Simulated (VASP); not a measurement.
## Bi2Te2O3: single point with PBE

Bi2Te2O3:

```
Bi Te O
1.0
     6.31009    0.00000    0.00000
    -3.15505    5.46470    0.00000
     0.00000    0.00000    6.57982
Bi Te O
2 2 3
Direct
  0.33333 0.66667 0.50000
  0.66667 0.33333 0.50000
  0.33333 0.66667 0.00000
  0.66667 0.33333 0.00000
  0.32928 0.00000 0.50000
  0.00000 0.32928 0.50000
  0.67072 0.67072 0.50000
```

The cell was generated, and may not be a known phase.

```yaml
Program: VASP 6.6.1
Task: single point
Functional: PBE
Potentials_or_basis: VASP PAW PBE potentials, release 64 (Bi_d, Te, O)
Cutoff: 520 eV
k_mesh: 3 × 3 × 2
Occupations: gaussian, width 0.15 eV
Spin: no spin polarisation
```

| Item | Value |
| --- | --- |
| Pressure | 0.3 GPa |
| Largest force | 0.041 eV/Å |
| Band gap on the k mesh | zero (bands 30 and 31 overlap by 0.69 eV) |

Forces in eV/Å, atoms in the order of the input:
```
Bi   0.000  0.000  0.000
Bi   0.000  0.000  0.000
Te   0.000  0.000  0.000
Te   0.000  0.000  0.000
O   -0.041  0.000  0.000
O    0.020 -0.035  0.000
O    0.020  0.035  0.000
```

Stress tensor (GPa, compression positive):
```
 0.52  0.00  0.00
 0.00  0.52  0.00
 0.00  0.00 -0.21
```

Levels at points of the mesh, in eV from the Fermi level:
| k point | band 27 | band 28 | band 29 | band 30 | band 31 | band 32 |
| --- | --- | --- | --- | --- | --- | --- |
| (0.00, 0.00, 0.00) | -1.98 | -1.36 | -1.10 | 0.09 | 0.09 | 0.48 |
| (0.00, 0.00, 0.50) | -1.60 | -0.97 | -0.58 | 0.18 | 0.18 | 0.96 |

Run time: 2 min on 1 thread of Intel(R) Xeon(R) Platinum 8259CL CPU @ 2.50GHz (Skylake/Cascade Lake) (shared host), peak memory 0.35 GiB.

Caveat: the k points lie up to 0.48 Å⁻¹ apart, too coarse for converged energies and pressures of a metal; spin-orbit coupling is left out, which moves the levels of the heavy elements.
